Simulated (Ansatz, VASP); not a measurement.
**Two plane-wave programs on Ir12S**

Contents of INCAR:

```
  PREC = Accurate
  ENCUT = 520
  EDIFF = 1E-7
  ISMEAR = 0
  SIGMA = 0.1
  LREAL = False
  LASPH = True
  NELM = 60
  ALGO = Normal
  ISIF = 2
  LWAVE = False
  LCHARG = True
  LDIPOL = True
  IDIPOL = 3
  DIPOL = 0.5 0.5 0.297
  GGA = PE
  IVDW = 12
  LELF = True
  LVHAR = True
  LVACPOTAV = True
  NBANDS = 69
```

Contents of KPOINTS:

```
Automatic mesh
0
Gamma
  5 5 1
```

File POSCAR:

```
Ir12S
1.0
    5.4309029918      0.0000000000      0.0000000000
    0.0000000000      5.4309029918      0.0000000000
    0.0000000000      0.0000000000     21.0013955423
Ir S
12 1
Direct
    0.2500000000      0.2500000000      0.1904635333
    0.2500000000      0.7500000000      0.1904635333
    0.7500000000      0.2500000000      0.1904635333
    0.7500000000      0.7500000000      0.1904635333
    0.0000000000      0.0000000000      0.2785823619
    0.0000000000      0.5000000000      0.2785823619
    0.5000000000      0.0000000000      0.2785823619
    0.5000000000      0.5000000000      0.2785823619
    0.2500000000      0.2500000000      0.3667087517
    0.2500000000      0.7500000000      0.3667087517
    0.7500000000      0.2500000000      0.3667087517
    0.7500000000      0.7500000000      0.3667087517
    0.2500000000      0.5000000000      0.5238411667
```

Input for Ansatz:

```yaml
crystal:
  lattice:
    - [5.4309029918, 0.0, 0.0]
    - [0.0, 5.4309029918, 0.0]
    - [0.0, 0.0, 21.0013955423]
  atoms:
    - { symbol: Ir, position: [0.25, 0.25, 0.1904635333] }
    - { symbol: Ir, position: [0.25, 0.75, 0.1904635333] }
    - { symbol: Ir, position: [0.75, 0.25, 0.1904635333] }
    - { symbol: Ir, position: [0.75, 0.75, 0.1904635333] }
    - { symbol: Ir, position: [0.0, 0.0, 0.2785823619] }
    - { symbol: Ir, position: [0.0, 0.5, 0.2785823619] }
    - { symbol: Ir, position: [0.5, 0.0, 0.2785823619] }
    - { symbol: Ir, position: [0.5, 0.5, 0.2785823619] }
    - { symbol: Ir, position: [0.25, 0.25, 0.3667087517] }
    - { symbol: Ir, position: [0.25, 0.75, 0.3667087517] }
    - { symbol: Ir, position: [0.75, 0.25, 0.3667087517] }
    - { symbol: Ir, position: [0.75, 0.75, 0.3667087517] }
    - { symbol: S, position: [0.25, 0.5, 0.5238411667] }
basis:
  ecutwfc: 420
kpoints:
  mp_grid: { grid: [5, 5, 1] }
hamiltonian:
  xc: pbe
  pseudopotentials: { kind: paw, azcp: { folder: soft_1 } }
  dispersion: d3bj
scf:
  occupations: { method: gaussian, width: 0.1 }
output:
  forces: true
  eigenvalues: true
efield:
  axis: 3
  dipole_correction: true
  ramp_width: 0.04
```

Alike in both runs: task single point; functional PBE; dispersion D3(BJ); k mesh 5 × 5 × 1; occupations gaussian, width 0.1 eV; no spin polarisation.

|  | VASP | Ansatz |
| --- | --- | --- |
| version | VASP 6.6.1 | Ansatz 0.2.0 |
| potentials or method | VASP PAW PBE potentials, release 64 (Ir, S), cutoff 520 eV | scalar-relativistic, plane waves, PAW |
| valence electrons in the cell | 114 | 210 |

|  | VASP | Ansatz | Ansatz less VASP |
| --- | --- | --- | --- |
| gap on the k mesh at the Fermi level (eV) | none | none | - |
| rms of the force components (eV/Å) | 0.417 | 0.412 | -0.0056 |
| work function, face that differs most (eV) | 5.30 | 5.30 | +0.001 |

Atom by atom the forces differ by 0.024 eV/Å (rms over components). A gap of «none» marks a metal or a gap that the smearing closes. VASP's potentials hold 114 valence electrons a cell and Ansatz's 210, so a difference there can come from the potentials and not from the codes.

Spin-orbit coupling is off throughout.
